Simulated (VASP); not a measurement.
# Ta (Im-3m) in VASP: a series of runs

Ta is run at these levels: r2SCAN; tasks: single point, relaxation of volume and atoms at fixed shape.

Program: VASP 6.6.1. These are calculated values, not measurements. Logs are shortened: lines on timing, memory, paths and dates and some standing lists are left out, and cuts for length are marked.

### Step 1. The cell of the first run

Symmetry: Im-3m, No. 229, cubic system. The conventional cell has a = 3.310 Å, b = 3.310 Å, c = 3.310 Å, α = 90.00°, β = 90.00°, γ = 90.00°. Within 3.8 Å of Ta (site symmetry m-3m) lie 14 Ta at 2.87 to 3.31 Å.

### Step 2. Single point, r2SCAN

POSCAR

```
Ta
1.0
    2.8669367136     -0.0000000159     -0.0000000275
   -0.9556455562      2.7029738605     -0.0000000275
   -0.9556455562     -1.3514868906      2.3408440518
Ta
1
Direct
    0.0000000000      0.0000000000      0.0000000000
```

INCAR.step1

```
PREC = Accurate ; ENCUT = 520
ISMEAR = -1 ; SIGMA = 0.1
LREAL = False ; LASPH = True
NELM = 80 ; NBANDS = 12
GGA = PE ; ALGO = Normal
EDIFF = 1E-4 ; LWAVE = True
LCHARG = False
```

INCAR.step2

```
PREC = Accurate ; ENCUT = 520
EDIFF = 1E-6 ; ISMEAR = -1
SIGMA = 0.1 ; LREAL = False
LASPH = True ; NELM = 80
ALGO = Normal ; ISIF = 2
LWAVE = False ; LCHARG = False
METAGGA = R2SCAN ; LMIXTAU = True
NBANDS = 12 ; ISTART = 1
```

KPOINTS

```
Automatic mesh
0
Gamma
  9 9 9
```

Potentials or basis: VASP PAW PBE potentials, release 64 (Ta_pv).

Started as:

```console
> cat potpaw_PBE.64/Ta_pv/POTCAR > POTCAR
> cp INCAR.step1 INCAR
> mpirun -np 1 vasp_std > vasp.out
> cp INCAR.step2 INCAR
> mpirun -np 1 vasp_std > vasp.out
```

OUTCAR:

```text
PREC = Accurate
   ENCUT = 520
   EDIFF = 1E-6
   ISMEAR = -1
   LREAL = False
   LASPH = True
   NELM = 80
   ISIF = 2
   METAGGA = R2SCAN
   ISTART = 1

 ion  position               nearest neighbor table
   1  0.000  0.000  0.000-

  LATTYP: Found a body centered cubic cell.
 ALAT       =     3.3104533666

  Lattice vectors:

 A1 = (   2.8669367136,  -0.0000000159,  -0.0000000275)
 A2 = (  -0.9556455562,   2.7029738605,  -0.0000000275)
 A3 = (  -0.9556455562,  -1.3514868906,   2.3408440518)

Analysis of symmetry for initial positions (statically):
=====================================================================
 Subroutine PRICEL returns:
 Original cell was already a primitive cell.

 Routine SETGRP: Setting up the symmetry group for a
 body centered cubic supercell.

 Subroutine GETGRP returns: Found 48 space group operations
 (whereof 48 operations were pure point group operations)
 out of a pool of 48 trial point group operations.

The static configuration has the point symmetry O_h .

Analysis of symmetry for dynamics (positions and initial velocities):
=====================================================================
 Subroutine PRICEL returns:
 Original cell was already a primitive cell.

 Routine SETGRP: Setting up the symmetry group for a
 body centered cubic supercell.

 Subroutine GETGRP returns: Found 48 space group operations
 (whereof 48 operations were pure point group operations)
 out of a pool of 48 trial point group operations.

The dynamic configuration has the point symmetry O_h .

 Subroutine INISYM returns: Found 48 space group operations
 (whereof 48 operations are pure point group operations),
 and found     1 'primitive' translations

----------------------------------------------------------------------------------------

                                     Primitive cell

  volume of cell :      18.1398

  direct lattice vectors                    reciprocal lattice vectors
     2.866936714 -0.000000016 -0.000000028     0.348804354  0.123320962  0.213598165
    -0.955645556  2.702973861 -0.000000028     0.000000004  0.369962886  0.213598165
    -0.955645556 -1.351486891  2.340844052     0.000000004  0.000000006  0.427196340

  length of vectors
     2.866936714  2.866936714  2.866936714     0.427196340  0.427196340  0.427196340

  position of ions in fractional coordinates (direct lattice)
     0.000000000  0.000000000  0.000000000

  ion indices of the primitive-cell ions
   primitive index   ion index
[... 81 lines left out ...]
   POTIM  = 0.5000    time-step for ionic-motion
   TEBEG  =    0.0;   TEEND  =   0.0 temperature during run
   PSTRESS=    0.0 pullay stress
   NELECT =      11.0000    total number of electrons
   NUPDOWN=      -1.0000    fix difference up-down
   EMIN   =  10.00;   EMAX   =-10.00  energy-range for DOS
   EFERMI =   0.00;   METHOD = LEGACY
   ISMEAR =    -1;   SIGMA  =   0.10  broadening in eV -4-tet -1-fermi 0-gaus
   EFERMI_NEDOS =   21; number of points for ismear=-14 and -15
   IALGO  =     38    algorithm
   IMIX   =      4    mixing-type and parameters
     AMIX     =   0.40;   BMIX     =  1.00
     AMIX_MAG =   1.60;   BMIX_MAG =  1.00
  volume/ion in A,a.u.               =      18.14       122.41
  Fermi-wavevector in a.u.,A,eV,Ry     =   1.385676  2.618547 26.124506  1.920097
  Thomas-Fermi vector in A             =   2.510063
   LORBIT       =      0    0 simple, 1 ext, 2 COOP (PROOUT), +10 PAW based schemes
   METAGGA = R2SCAN    functional components
   LHFCALC =     F    Hartree Fock is set to
   AEXX    =    0.0000 exact exchange contribution
   IVDW    =     0    specifies the selected vdW correction
   LEPSILON=     F    determine dielectric tensor
   LRPA    =     F    only Hartree local field effects (RPA)
 non-spin polarized calculation
  energy-cutoff  :      520.00
  volume of cell :       18.14
 maximum number of plane-waves:       498
 NGX is ok and might be reduce to    24
   NGX = 11   NGY = 11   NGZ = 11

 number of electron      11.0000001 magnetization

 Free energy of the ion-electron system (eV)
  ---------------------------------------------------
  ext. energy  EPLUGINS =         0.00000000
  ---------------------------------------------------
  free energy    TOTEN  =       -48.59215620 eV

  energy without entropy =      -48.54226568  energy(sigma->0) =      -48.56721094

 E-fermi :   5.3073     XC(G=0): -13.7314

 val. band max:        5.3023309874   @ k =   0.1111   0.1111   0.0000
 cond. band min:       5.3147902576   @ k =   0.3333   0.1111   0.1111
 fundamental gap:      0.0124592702
 Fermi energy:         5.3072682254

 k-point     1 :       0.0000    0.0000    0.0000
  band No.  band energies     occupation
      1     -28.9949      2.00000
      2     -28.9949      2.00000
      3     -28.9949      2.00000
      4      -3.0338      2.00000
      5       6.1060      0.00068
      6       6.1061      0.00068
      7       6.1061      0.00068
      8       9.5664      0.00000
      9       9.5664      0.00000
     10      17.3197      0.00000
     11      21.0115      0.00000
     12      21.0115      0.00000
[... 331 lines left out ...]
 k-point    24 :      -0.4444   -0.4444    0.1111
  band No.  band energies     occupation
      1     -30.0768      2.00000
      2     -29.5665      2.00000
      3     -29.1874      2.00000
      4       1.9818      2.00000
      5       4.5260      1.99919
      6       4.5489      1.99898
      7       8.0878      0.00000
      8      11.4117      0.00000
      9      14.3703      0.00000
     10      16.5053      0.00000
     11      17.3320      0.00000
     12      20.3590      0.00000

 [... further k-points ...]

------------------------ aborting loop because EDIFF is reached ----------------------------------------

  FORCE on cell =-STRESS in cart. coord.  units (eV):
  Direction    XX          YY          ZZ          XY          YZ          ZX
  --------------------------------------------------------------------------------------
  -------------------------------------------------------------------------------------
  Total        0.0673424      0.0673424      0.0673424      0.0000000     -0.0000000      0.0000000
  in kB        5.9479393      5.9479393      5.9479393      0.0000000     -0.0000000      0.0000000
  external PRESSURE =       5.9479393 kB  Pullay stress =       0.0000000 kB

 VOLUME and BASIS-vectors are now :
 -----------------------------------------------------------------------------
  energy-cutoff  :      520.00
  volume of cell :       18.14
      direct lattice vectors                 reciprocal lattice vectors
     2.866936714 -0.000000016 -0.000000028     0.348804354  0.123320962  0.213598165
    -0.955645556  2.702973861 -0.000000028     0.000000004  0.369962886  0.213598165
    -0.955645556 -1.351486891  2.340844052     0.000000004  0.000000006  0.427196340

 POSITION                                       TOTAL-FORCE (eV/Angst)
 -----------------------------------------------------------------------------------
      0.00000      0.00000      0.00000        -0.000000     -0.000000      0.000000
 -----------------------------------------------------------------------------------
    total drift:                               -0.000000     -0.000000      0.000000

  FREE ENERGIE OF THE ION-ELECTRON SYSTEM (eV)
  ---------------------------------------------------
  free  energy   TOTEN  =       -48.5921561975 eV

  energy  without entropy=      -48.5422656797  energy(sigma->0) =      -48.56721094
```

OSZICAR.step1:

```text
N       E                     dE             d eps       ncg     rms          rms(c)
DAV:   1     0.602425301420E+02    0.60243E+02   -0.60620E+03   848   0.878E+02
DAV:   2    -0.113177827407E+02   -0.71560E+02   -0.69755E+02   944   0.241E+02
DAV:   3    -0.122934504310E+02   -0.97567E+00   -0.97041E+00   988   0.267E+01
DAV:   4    -0.122956898280E+02   -0.22394E-02   -0.22393E-02   948   0.145E+00
DAV:   5    -0.122956973521E+02   -0.75241E-05   -0.75244E-05   924   0.802E-02    0.133E+01
DAV:   6    -0.119309251029E+02    0.36477E+00   -0.29131E-01   972   0.587E+00    0.643E+00
DAV:   7    -0.118242205424E+02    0.10670E+00   -0.25161E-01   952   0.508E+00    0.403E-01
DAV:   8    -0.118234406741E+02    0.77987E-03   -0.81405E-03   924   0.761E-01    0.179E-01
DAV:   9    -0.118234172547E+02    0.23419E-04   -0.14350E-04   932   0.130E-01
   1 F= -.11823417E+02 E0= -.11796948E+02  d E =-.529390E-01
```

Wall time 21 s (1 thread of Intel Xeon 6975P-C, shared host); peak memory 0.15 GiB.

What came out:

```
Free energy : -48.5922 eV
Pressure    : 0.6 GPa
```

Levels at points of the mesh, in eV from the Fermi level:
```tsv
k point	band 1	band 2	band 3	band 4	band 5	band 6	band 7	band 8	band 9	band 10
(0.00, 0.00, 0.00)	-34.30	-34.30	-34.30	-8.34	0.80	0.80	0.80	4.26	4.26	12.01
```

Caveat: the PAW data sets were made with another functional, which shifts forces and pressure a little; spin-orbit coupling is left out, which moves the levels of the heavy elements.

(Continued in part 2 of 2.)
